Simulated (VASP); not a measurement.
Set up this calculation in VASP 6.6.1, as the native input.

| Item | Value |
| --- | --- |
| Task | single point |
| Functional | PBE |
| Potentials or basis | VASP PAW PBE potentials, release 64 (Pb_d, I) |
| Cutoff | 500 eV |
| k mesh | 6 × 6 × 4 |
| Occupations | fermi-dirac, width 0.05 eV |
| Spin | no spin polarisation |
| Dipole correction | no |
| Further INCAR settings | ALGO = Normal; EDIFF = 1e-06; NBANDS = 21 |

The structure of PbI2 lies in POSCAR:

```
PbI2
1.0
    4.5550000000      0.0000000000      0.0000000000
   -2.2775000000      3.9447500000      0.0000000000
    0.0000000000      0.0000000000      6.9770000000
Pb I
1 2
Direct
    0.0000000000      0.0000000000      0.0000000000
    0.3333333333      0.6666666667      0.2650000000
    0.6666666667      0.3333333333      0.7350000000
```

One way to write it, as run:

INCAR

```
PREC = Accurate
ENCUT = 500
EDIFF = 1E-6
ISMEAR = -1
SIGMA = 0.05
LREAL = F
LASPH = T
NELM = 120
ALGO = Normal
ISIF = 2
LWAVE = F
LCHARG = F
GGA = PE
NBANDS = 21
GGA_COMPAT = F
```

KPOINTS

```
Automatic mesh
0
Gamma
  6 6 4
```

Potentials or basis: VASP PAW PBE potentials, release 64 (Pb_d, I).

The run is started by

```bash
$ cat potpaw_PBE.64/Pb_d/POTCAR potpaw_PBE.64/I/POTCAR > POTCAR
$ mpirun -np 1 vasp_std > vasp.out
```

It gave:

- Pressure: 1.8 GPa
- Largest force: 0.173 eV/Å
- Band gap on the k mesh: 2.22 eV

Caveat: spin-orbit coupling is left out, which moves the levels of the heavy elements; this functional lacks dispersion, which binds the layers, so the pressure and a relaxed spacing across them are unreliable.

It took 86 s on 1 thread of Intel Xeon 8259CL, on a shared host, peak memory 0.27 GiB.
